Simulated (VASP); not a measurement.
Input of a VASP 6.6.1 run:

File INCAR:

```
SYSTEM = Ge
ALGO = Normal
EDIFF = 1E-6
ENCUT = 520
ISIF = 2
ISMEAR = 1
LASPH = .TRUE.
LCHARG = .FALSE.
LREAL = .FALSE.
LWAVE = .FALSE.
NBANDS = 21
NELM = 60
PREC = Accurate
SIGMA = 0.15
```

KPOINTS

```
k-points
0
G
  12 12 12
  0 0 0
```

POSCAR

```
Ge
1.0
    3.8998411304     -0.0000000501     -0.0000001397
   -2.8983836088      2.6092399849     -0.0000001397
   -0.5007286304     -1.3046196276      3.6408789198
Ge
2
Direct
    0.2500000000      0.7500000000      0.5000000000
    0.5000000000      0.5000000000      0.0000000000
```

Potentials or basis: VASP PAW LDA potentials, release 64 (Ge_d).

Run with:

```console
$ cat potpaw_LDA.64/Ge_d/POTCAR > POTCAR
$ mpirun -np 1 vasp_std > vasp.out
```

(1) What does it give for the pressure?

(2) Estimate the band gap on the k mesh.

Answers

(1) -2.7 GPa.

(2) zero (band 14 reaches 8.09 eV, above the bottom of band 15 at 3.04 eV).
